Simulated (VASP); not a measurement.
**Fe: single point with PBE**

Fe:

```xyz
2
Lattice="2.3919 0.0000 0.0000 -1.1960 2.0715 0.0000 0.0000 0.0000 3.7877" Properties=species:S:1:pos:R:3 pbc="T T T"
Fe    0.0000    1.3810    0.9469
Fe    1.1960    0.6905    2.8408
```

This isn't the form of Fe at room conditions, which is bcc.

| Quantity | Value |
| --- | --- |
| Program | VASP 6.6.1 |
| Task | single point |
| Functional | PBE |
| Potentials or basis | VASP PAW PBE potentials, release 64 (Fe) |
| Cutoff | 520 eV |
| k mesh | 17 × 17 × 9 |
| Occupations | fermi-dirac, width 0.05 eV |
| Spin | collinear spin, ferromagnetic start |
| Starting moments | [2.5, 2.5] μB |

* Pressure: 28.2 GPa
* Band gap on the k mesh: zero (filled and empty bands overlap)
* Net moment: 0.00 μB per cell
* Valence electrons inside the program's atomic spheres: Fe 7.74

Stress tensor (GPa, compression positive):
```
28.30  0.00  0.00
 0.00 28.30  0.00
 0.00  0.00 28.05
```

Levels at points of the mesh, in eV from the Fermi level:
Spin up:
```csv
k point,band 4,band 5,band 6,band 7,band 8,band 9,band 10,band 11,band 12,band 13
"(0.00, 0.00, 0.00)",-1.87,-1.73,-1.34,-1.34,-0.94,-0.94,0.56,0.80,0.80,9.62
```
Spin down:
```
           k point  band 5  band 6  band 7  band 8  band 9  band 10  band 11  band 12
(0.00, 0.00, 0.00)   -1.73   -1.34   -1.34   -0.94   -0.94     0.56     0.80     0.80
```

It took 46 s on 1 thread of Intel(R) Xeon(R) 6975P-C (Granite Rapids) (shared host), peak memory 0.19 GiB.

Caveat: the cell stands under pressure; the moments typed at the start vanished in this run.
